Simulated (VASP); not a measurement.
Set up this calculation in VASP 6.6.1, as the native input.

```
Task                   : single point
Functional             : PBE
Potentials or basis    : VASP PAW PBE potentials, release 64 (Sn_d, O)
Cutoff                 : 520 eV
k mesh                 : 5 × 5 × 4
Occupations            : fermi-dirac, width 0.05 eV
Spin                   : no spin polarisation
Dipole correction      : no
Further INCAR settings : ALGO = Normal; EDIFF = 1e-06; NBANDS = 28
```

The structure of SnO (Romarchite) lies in POSCAR:

```
SnO
1.0
    3.7986000000      0.0000000000      0.0000000000
    0.0000000000      3.7986000000      0.0000000000
    0.0000000000      0.0000000000      4.8408000000
Sn O
2 2
Direct
    0.5000000000      0.0000000000      0.2369000000
    0.0000000000      0.5000000000      0.7631000000
    0.0000000000      0.0000000000      0.0000000000
    0.5000000000      0.5000000000      0.0000000000
```

These files were run (other wordings do the same):

INCAR

```
PREC     = Accurate       # precision mode
ENCUT    = 520            # plane-wave cutoff, eV
EDIFF    = 1E-6           # SCF threshold, eV
ISMEAR   = -1             # smearing method
SIGMA    = 0.05           # smearing width, eV
LREAL    = F              # projectors in reciprocal space
LASPH    = T              # aspherical terms in the spheres
NELM     = 80             # most SCF steps
ALGO     = Normal         # electronic algorithm
ISIF     = 2              # what is computed and relaxed
LWAVE    = F              # write WAVECAR
LCHARG   = F              # write CHGCAR
GGA      = PE             # functional
NBANDS   = 28             # bands
```

KPOINTS

```
regular mesh
0
Gamma
  5 5 4
```

Potentials or basis: VASP PAW PBE potentials, release 64 (Sn_d, O).

Run with:

```bash
$ cat potpaw_PBE.64/Sn_d/POTCAR potpaw_PBE.64/O/POTCAR > POTCAR
$ mpirun -np 1 vasp_std > vasp.out
```

Results of the run:

```
Pressure               : 5.1 GPa
Largest force          : 0.581 eV/Å
Band gap on the k mesh : 0.49 eV, indirect (least direct gap 2.09 eV)
```

Caveat: spin-orbit coupling is left out, which moves the levels of the heavy elements.

Run time: 26 s on 1 thread of AMD EPYC 7R13 Processor (Zen 3), with other jobs on the host, peak memory 0.15 GiB.
